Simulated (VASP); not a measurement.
# MoS2 (Fm-3m) in VASP: further runs

The runs below take MoS2 through single point, relaxation of cell and atoms, with PBE.

All numbers are computed with VASP 6.6.1; they aren't measurements. Logs are shortened: lines on timing, memory, paths and dates and some standing lists are left out, and cuts for length are marked.

## 1. The cell of the first run

The structure is cubic, space group Fm-3m (No. 225). The conventional cell has a = 5.947 Å, b = 5.947 Å, c = 5.947 Å, α = 90.00°, β = 90.00°, γ = 90.00°. Mo (site symmetry m-3m) has 8 S at 2.58 Å within 3.4 Å. S (site symmetry -43m) has 4 Mo at 2.58 Å and 6 S at 2.97 Å within 3.4 Å.

## 2. Single point, PBE, collinear spin, ferromagnetic start

Contents of INCAR:

```
PREC = Accurate
ENCUT = 520
EDIFF = 1E-7
ISMEAR = 0
SIGMA = 0.1
LREAL = False
LASPH = True
NELM = 150
ALGO = Normal
ISIF = 2
LWAVE = False
LCHARG = False
ISPIN = 2
MAGMOM = 1 0 0
LORBIT = 11
LMAXMIX = 4
GGA = PE
NBANDS = 24
```

Contents of KPOINTS:

```
regular mesh
0
Gamma
  6 6 6
```

Contents of POSCAR:

```
MoS2
1.0
    0.0000000000      2.9734266272      2.9734266272
    2.9734266272      0.0000000000      2.9734266272
    2.9734266272      2.9734266272      0.0000000000
Mo S
1 2
Direct
    0.0000000000      0.0000000000      0.0000000000
    0.2500000000      0.2500000000      0.2500000000
    0.7500000000      0.7500000000      0.7500000000
```

Potentials or basis: VASP PAW PBE potentials, release 64 (Mo_sv, S).

Run with:

```sh
$ cat potpaw_PBE.64/Mo_sv/POTCAR potpaw_PBE.64/S/POTCAR > POTCAR
$ mpirun -np 1 vasp_std > vasp.out
```

OUTCAR:

```text
PREC = Accurate
   ENCUT = 520
   EDIFF = 1E-7
   ISMEAR = 0
   LREAL = False
   LASPH = True
   NELM = 150
   ISIF = 2
   ISPIN = 2
   LORBIT = 11
   GGA = PE

 ion  position               nearest neighbor table
   1  0.000  0.000  0.000-   3 2.58   3 2.58   3 2.58   2 2.58   3 2.58   2 2.58   2 2.58   2 2.58

   2  0.250  0.250  0.250-   1 2.58   1 2.58   1 2.58   1 2.58
   3  0.750  0.750  0.750-   1 2.58   1 2.58   1 2.58   1 2.58

  LATTYP: Found a face centered cubic cell.
 ALAT       =     5.9468532544

  Lattice vectors:

 A1 = (   0.0000000000,   2.9734266272,   2.9734266272)
 A2 = (   2.9734266272,   0.0000000000,   2.9734266272)
 A3 = (   2.9734266272,   2.9734266272,   0.0000000000)

Analysis of symmetry for initial positions (statically):
=====================================================================
 Subroutine PRICEL returns:
 Original cell was already a primitive cell.

 Routine SETGRP: Setting up the symmetry group for a
 face centered cubic supercell.

 Subroutine GETGRP returns: Found 48 space group operations
 (whereof 48 operations were pure point group operations)
 out of a pool of 48 trial point group operations.

The static configuration has the point symmetry O_h .

Analysis of symmetry for dynamics (positions and initial velocities):
=====================================================================
 Subroutine PRICEL returns:
 Original cell was already a primitive cell.

 Routine SETGRP: Setting up the symmetry group for a
 face centered cubic supercell.

 Subroutine GETGRP returns: Found 48 space group operations
 (whereof 48 operations were pure point group operations)
 out of a pool of 48 trial point group operations.

The dynamic configuration has the point symmetry O_h .

Analysis of structural, dynamic, and magnetic symmetry:
=====================================================================
 Subroutine PRICEL returns:
 Original cell was already a primitive cell.

 Routine SETGRP: Setting up the symmetry group for a
 face centered cubic supercell.

 Subroutine GETGRP returns: Found 48 space group operations
 (whereof 48 operations were pure point group operations)
 out of a pool of 48 trial point group operations.

The overall configuration has the point symmetry O_h .

 Subroutine INISYM returns: Found 48 space group operations
 (whereof 48 operations are pure point group operations),
 and found     1 'primitive' translations

----------------------------------------------------------------------------------------

                                     Primitive cell

  volume of cell :      52.5777

  direct lattice vectors                    reciprocal lattice vectors
     0.000000000  2.973426627  2.973426627    -0.168156159  0.168156159  0.168156159
     2.973426627  0.000000000  2.973426627     0.168156159 -0.168156159  0.168156159
     2.973426627  2.973426627  0.000000000     0.168156159  0.168156159 -0.168156159

  length of vectors
     4.205060263  4.205060263  4.205060263     0.291255011  0.291255011  0.291255011

  position of ions in fractional coordinates (direct lattice)
     0.000000000  0.000000000  0.000000000
     0.250000000  0.250000000  0.250000000
     0.750000000  0.750000000  0.750000000

  ion indices of the primitive-cell ions
   primitive index   ion index
                 1           1
                 2           2
                 3           3

----------------------------------------------------------------------------------------

 KPOINTS: regular mesh

Automatic generation of k-mesh.
 Grid dimensions read from file:
 generate k-points for:    6    6    6

 Generating k-lattice:

  Cartesian coordinates                     Fractional coordinates (reciprocal lattice)
    -0.028026026  0.028026026  0.028026026     0.166666667  0.000000000  0.000000000
     0.028026026 -0.028026026  0.028026026     0.000000000  0.166666667  0.000000000
     0.028026026  0.028026026 -0.028026026     0.000000000  0.000000000  0.166666667

  Length of vectors
     0.048542502  0.048542502  0.048542502

  Shift w.r.t. Gamma in fractional coordinates (k-lattice)
     0.000000000  0.000000000  0.000000000

 Subroutine IBZKPT returns following result:
 ===========================================

 Found     16 irreducible k-points:

 Following reciprocal coordinates:
            Coordinates               Weight
  0.000000  0.000000  0.000000      1.000000
  0.166667  0.000000  0.000000      8.000000
  0.333333  0.000000  0.000000      8.000000
  0.500000  0.000000  0.000000      4.000000
  0.166667  0.166667  0.000000      6.000000
  0.333333  0.166667  0.000000     24.000000
[... 8 lines left out ...]
 -0.333333  0.333333  0.166667     24.000000
 -0.333333  0.500000  0.166667     12.000000
   k-points           NKPTS =     16   k-points in BZ     NKDIM =     16   number of bands    NBANDS=     24
   number of dos      NEDOS =    301   number of ions     NIONS =      3
   total plane-waves  NPLWV =  32768
   dimension x,y,z NGX =    32 NGY =   32 NGZ =   32
   dimension x,y,z NGXF=    64 NGYF=   64 NGZF=   64
   ions per type =               1   2
   NGX,Y,Z   is equivalent  to a cutoff of  12.65, 12.65, 12.65 a.u.
   NGXF,Y,Z  is equivalent  to a cutoff of  25.30, 25.30, 25.30 a.u.
 SYSTEM =  unknown system
   PREC   = accura    normal or accurate (medium, high low for compatibility)
   ISTART =      0    job   : 0-new  1-cont  2-samecut
   ICHARG =      2    charge: 1-file 2-atom 10-const
   ISPIN  =      2    spin polarized calculation?
   LNONCOLLINEAR =      F non collinear calculations
   LSORBIT =      F    spin-orbit coupling
   LASPH  =      T    aspherical Exc in radial PAW
   ENCUT  =  520.0 eV  38.22 Ry    6.18 a.u.   7.82  7.82  7.82*2*pi/ulx,y,z
   NELM   =    150;   NELMIN=  2; NELMDL= -5     # of ELM steps
   EDIFF  = 0.1E-06   stopping-criterion for ELM
   LREAL  =      F    real-space projection
   EDIFFG = 0.1E-05   stopping-criterion for IOM
   NSW    =      0    number of steps for IOM
   IBRION =     -1    ionic relax: 0-MD 1-quasi-New 2-CG
   NFREE  =      0    steps in history (QN), initial steepest desc. (CG)
   ISIF   =      2    stress and relaxation
   ISYM   =      2    0-nonsym 1-usesym 2-fastsym
   POTIM  = 0.5000    time-step for ionic-motion
   TEBEG  =    0.0;   TEEND  =   0.0 temperature during run
   PSTRESS=    0.0 pullay stress
   NELECT =      26.0000    total number of electrons
   NUPDOWN=      -1.0000    fix difference up-down
   EMIN   =  10.00;   EMAX   =-10.00  energy-range for DOS
   EFERMI =   0.00;   METHOD = LEGACY
   ISMEAR =     0;   SIGMA  =   0.10  broadening in eV -4-tet -1-fermi 0-gaus
   EFERMI_NEDOS =   21; number of points for ismear=-14 and -15
   IALGO  =     38    algorithm
   IMIX   =      4    mixing-type and parameters
     AMIX     =   0.40;   BMIX     =  1.00
     AMIX_MAG =   1.60;   BMIX_MAG =  1.00
  volume/ion in A,a.u.               =      17.53       118.27
  Fermi-wavevector in a.u.,A,eV,Ry     =   1.294589  2.446419 22.802844  1.675962
  Thomas-Fermi vector in A             =   2.426163
   LORBIT       =     11    0 simple, 1 ext, 2 COOP (PROOUT), +10 PAW based schemes
   GGA     = PE    functional components
   LHFCALC =     F    Hartree Fock is set to
   AEXX    =    0.0000 exact exchange contribution
   IVDW    =     0    specifies the selected vdW correction
   LEPSILON=     F    determine dielectric tensor
   LRPA    =     F    only Hartree local field effects (RPA)
 spin polarized calculation
 Gauss-broadening in eV      SIGMA  =   0.10
  energy-cutoff  :      520.00
  volume of cell :       52.58
 maximum number of plane-waves:      1430
   NGX = 15   NGY = 15   NGZ = 15

 number of electron      26.0000002 magnetization       1.8598423

 Free energy of the ion-electron system (eV)
  ---------------------------------------------------
  ext. energy  EPLUGINS =         0.00000000
  ---------------------------------------------------
  free energy    TOTEN  =       -19.81900782 eV

  energy without entropy =      -19.81290798  energy(sigma->0) =      -19.81595790

 E-fermi :   8.1362     XC(G=0): -11.0012

 val. band max:        8.1188884514   @ k =  -0.1667   0.1667   0.0000
 cond. band min:       8.1586126530   @ k =  -0.3333   0.1667   0.0000
 fundamental gap:      0.0397242016
 Fermi energy:         8.1362026508

 spin component 1

 k-point     1 :       0.0000    0.0000    0.0000
  band No.  band energies     occupation
      1     -53.8801      1.00000
      2     -27.9977      1.00000
      3     -27.9977      1.00000
      4     -27.9976      1.00000
      5      -7.1829      1.00000
      6      -2.8589      1.00000
[... 16 lines left out ...]
     23      17.4454      0.00000
     24      19.8326      0.00000
[... 381 lines left out ...]
      1     -53.8786      1.00000
      2     -28.0229      1.00000
      3     -28.0130      1.00000
      4     -28.0080      1.00000
      5      -5.2103      1.00000
      6      -4.8620      1.00000
[... 16 lines left out ...]
     23      19.5732      0.00000
     24      21.5631      0.00000
 Fermi energy:         8.1362026508

 spin component 2

 k-point     1 :       0.0000    0.0000    0.0000
  band No.  band energies     occupation
      1     -52.8334      1.00000
      2     -26.8391      1.00000
      3     -26.8391      1.00000
      4     -26.8391      1.00000
      5      -7.1174      1.00000
      6      -2.8986      1.00000
[... 16 lines left out ...]
     23      17.9215      0.00000
     24      20.3419      0.00000
[... 382 lines left out ...]
      2     -26.8669      1.00000
      3     -26.8558      1.00000
      4     -26.8503      1.00000
      5      -5.2007      1.00000
      6      -4.8429      1.00000
[... 16 lines left out ...]
     23      19.7858      0.00000
     24      21.7255      0.00000

------------------------ aborting loop because EDIFF is reached ----------------------------------------

  FORCE on cell =-STRESS in cart. coord.  units (eV):
  Direction    XX          YY          ZZ          XY          YZ          ZX
  --------------------------------------------------------------------------------------
  -------------------------------------------------------------------------------------
  Total       -0.0129770     -0.0129770     -0.0129770     -0.0000000     -0.0000000      0.0000000
  in kB       -0.3954425     -0.3954425     -0.3954425     -0.0000000     -0.0000000      0.0000000
  external PRESSURE =      -0.3954425 kB  Pullay stress =       0.0000000 kB

 VOLUME and BASIS-vectors are now :
 -----------------------------------------------------------------------------
  energy-cutoff  :      520.00
  volume of cell :       52.58
      direct lattice vectors                 reciprocal lattice vectors
     0.000000000  2.973426627  2.973426627    -0.168156159  0.168156159  0.168156159
     2.973426627  0.000000000  2.973426627     0.168156159 -0.168156159  0.168156159
     2.973426627  2.973426627  0.000000000     0.168156159  0.168156159 -0.168156159

 POSITION                                       TOTAL-FORCE (eV/Angst)
 -----------------------------------------------------------------------------------
      0.00000      0.00000      0.00000         0.000000      0.000000      0.000000
      1.48671      1.48671      1.48671        -0.000000      0.000000     -0.000000
      4.46014      4.46014      4.46014         0.000000     -0.000000      0.000000
 -----------------------------------------------------------------------------------
    total drift:                                0.000000     -0.000000      0.000000

  FREE ENERGIE OF THE ION-ELECTRON SYSTEM (eV)
  ---------------------------------------------------
  free  energy   TOTEN  =       -19.8190078165 eV

  energy  without entropy=      -19.8129079791  energy(sigma->0) =      -19.81595790

 total charge

# of ion       s       p       d       tot
------------------------------------------
    1        2.253   6.149   3.766  12.168
    2        1.358   2.328   0.000   3.687
    3        1.358   2.328   0.000   3.687
--------------------------------------------------
tot          4.969  10.806   3.766  19.542

 magnetization (x)

# of ion       s       p       d       tot
------------------------------------------
    1        0.036   0.033   1.554   1.623
    2       -0.003  -0.033   0.000  -0.035
    3       -0.003  -0.033   0.000  -0.035
--------------------------------------------------
tot          0.031  -0.033   1.554   1.552
```

Wall time 31 s (1 thread of AMD EPYC 9R45 (Zen 5), shared host); peak memory 0.18 GiB.

What came out:

```
Free energy                                           : -19.8190 eV
Pressure                                              : 0.0 GPa
Net moment                                            : 1.86 μB per cell
Site moments                                          : Mo +1.62; S -0.04 μB
Valence electrons inside the program's atomic spheres : Mo 12.17; S 3.69
```

Levels at points of the mesh, in eV from the Fermi level:
Spin up:
```tsv
k point	band 10	band 11	band 12	band 13	band 14	band 15	band 16	band 17	band 18	band 19
(0.00, 0.00, 0.00)	-1.95	-1.95	-0.76	-0.76	-0.76	3.38	3.38	3.38	4.65	4.65
(0.50, 0.00, 0.00)	-3.20	-3.12	-3.12	-1.47	-1.47	0.75	3.07	3.07	6.60	8.20
(0.50, 0.50, 0.00)	-2.93	-2.93	-1.57	-1.13	0.65	0.82	2.86	2.86	5.02	7.06
```
Spin down:
| k point | band 9 | band 10 | band 11 | band 12 | band 13 | band 14 | band 15 | band 16 |
| --- | --- | --- | --- | --- | --- | --- | --- | --- |
| (0.00, 0.00, 0.00) | -5.91 | -0.74 | -0.74 | -0.74 | -0.35 | -0.35 | 3.94 | 3.94 |
| (0.50, 0.00, 0.00) | -3.76 | -3.14 | -3.04 | -3.04 | 0.03 | 0.03 | 1.46 | 3.84 |
| (0.50, 0.50, 0.00) | -5.07 | -2.46 | -2.46 | -0.20 | 0.63 | 0.75 | 1.58 | 3.16 |

(Part 1 of 3 ends here.)
